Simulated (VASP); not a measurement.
# GaN: single point with PBE

Crystal: GaN.

```xyz
2
Lattice="0.0000 2.2844 2.1930 2.2844 0.0000 2.1930 2.2844 2.2844 0.0000" Properties=species:S:1:pos:R:3 pbc="T T T"
Ga    0.0000    0.0000    0.0000
N     3.4266    3.4266    3.2895
```

This cell differs from its parent crystal: ratio of the length along z to the lengths across it x 0.96, volume and fractional coordinates fixed.

| Quantity | Value |
| --- | --- |
| Program | VASP 6.6.1 |
| Task | single point |
| Functional | PBE |
| Potentials or basis | VASP PAW PBE potentials, release 64 (Ga_d, N) |
| Cutoff | 520 eV |
| k mesh | 12 × 12 × 12 |
| Occupations | gaussian, width 0.05 eV |
| Spin | no spin polarisation |
| Dipole correction | no |
| Further INCAR settings | ALGO = Normal; EDIFF = 1e-06; NBANDS = 16 |

```
Pressure               : 5.0 GPa
Band gap on the k mesh : 1.60 eV, direct
```

Stress tensor (GPa, compression positive):
```
3.49 0.00 0.00
0.00 3.49 0.00
0.00 0.00 7.95
```

Levels at points of the mesh, in eV from the valence-band top:
```
           k point  band 6  band 7  band 8  band 9  band 10  band 11  band 12  band 13
(0.00, 0.00, 0.00)  -13.24   -0.18   -0.18    0.00     1.60    10.12    10.24    10.24
(0.50, 0.00, 0.00)  -12.00   -7.15   -1.23   -0.94     4.48     8.62     9.95    10.61
(0.50, 0.50, 0.00)  -11.43   -5.94   -3.02   -3.02     3.08     6.11    11.97    13.70
(0.50, 0.00, 0.50)  -11.64   -6.38   -2.71   -2.70     3.33     6.77    11.40    13.45
```

Wall time 18 s on 1 thread of Intel(R) Xeon(R) 6975P-C (Granite Rapids), with other jobs on the host, peak memory 0.18 GiB.
